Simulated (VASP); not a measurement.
Si2Mo, 3 atoms in the cell. Symmetry: I4/mmm, No. 139, tetragonal system. The conventional cell has a = 3.081 Å, b = 3.081 Å, c = 7.941 Å, α = 90.00°, β = 90.00°, γ = 90.00°. Si (site symmetry 4mm) has 5 Mo at 2.54 to 2.66 Å and 9 Si at 2.56 to 3.08 Å within 3.4 Å. Within 3.4 Å of Mo (site symmetry 4/mmm) lie 10 Si at 2.54 to 2.66 Å and 4 Mo at 3.08 Å. 

```yaml
Program: VASP 6.6.1
Task: single point
Functional: PBEsol
Potentials_or_basis: VASP PAW PBE potentials, release 64 (Si, Mo_sv)
Cutoff: 520 eV
k_mesh: 11 × 11 × 9
Occupations: gaussian, width 0.1 eV
Spin: no spin polarisation
Dipole_correction: no
Further_INCAR_settings: ALGO = Normal; EDIFF = 1e-07; NBANDS = 18; ISYM = 0
```

Potentials or basis: VASP PAW PBE potentials, release 64 (Si, Mo_sv).

The run is started by

```console
$ cat potpaw_PBE.64/Si/POTCAR potpaw_PBE.64/Mo_sv/POTCAR > POTCAR
$ mpirun -np 1 vasp_std > vasp.out
```

Hardware: 1 thread of Intel(R) Xeon(R) 6975P-C (Granite Rapids), with other jobs on the host.

Problem. How long does it take, and how much memory?

Solution. Wall time 92 s on 1 thread of Intel(R) Xeon(R) 6975P-C (Granite Rapids) (shared host), peak memory 0.43 GiB. Counts: scf iterations 14, k points 545.
